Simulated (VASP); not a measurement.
Ta:

```xyz
1
Lattice="2.8240 0.0000 0.0000 0.0000 2.8240 0.0000 0.0000 0.0000 2.8240" Properties=species:S:1:pos:R:3 pbc="T T T"
Ta    0.0000    0.0000    0.0000
```

| Item | Value |
| --- | --- |
| Program | VASP 6.6.1 |
| Task | relaxation of cell and atoms |
| Functional | PBE |
| Potentials or basis | VASP PAW PBE potentials, release 64 (Ta_pv) |
| Cutoff | 600 eV |
| k mesh | 13 × 13 × 13 |
| Occupations | fermi-dirac, width 0.03 eV |
| Spin | no spin polarisation |

At the start: pressure -10.7 GPa; volume 22.52 Å³/atom.

Task: Where does the relaxation end?

Result: Over 7 steps the energy falls by 68.3 meV/atom and the volume is 20.62 Å³/atom (-8.4 %); space group Pm-3m (No. 221, to 0.05 Å).

The path:
| step | energy change (eV) | largest force (eV/Å) | pressure (GPa) | volume (Å³) |
| --- | --- | --- | --- | --- |
| 1 | 0.0000 | 0.0000 | -10.74 | 22.52 |
| 2 | 0.1274 | 0.0000 | 26.38 | 17.95 |
| 3 | -0.0682 | 0.0000 | -0.47 | 20.69 |
| 4 | -0.0683 | 0.0000 | -0.07 | 20.63 |
| 5 | -0.0683 | 0.0000 | 0.19 | 20.60 |
| 6 | -0.0682 | 0.0000 | -0.20 | 20.66 |
| 7 | -0.0683 | 0.0000 | 0.02 | 20.62 |

Final structure:
```yaml
crystal:
  lattice:
    - [2.74220, 0.00000, 0.00000]
    - [0.00000, 2.74220, 0.00000]
    - [0.00000, 0.00000, 2.74220]
  atoms:
    - { symbol: Ta, position: [0.00000, 0.00000, 0.00000] }
```
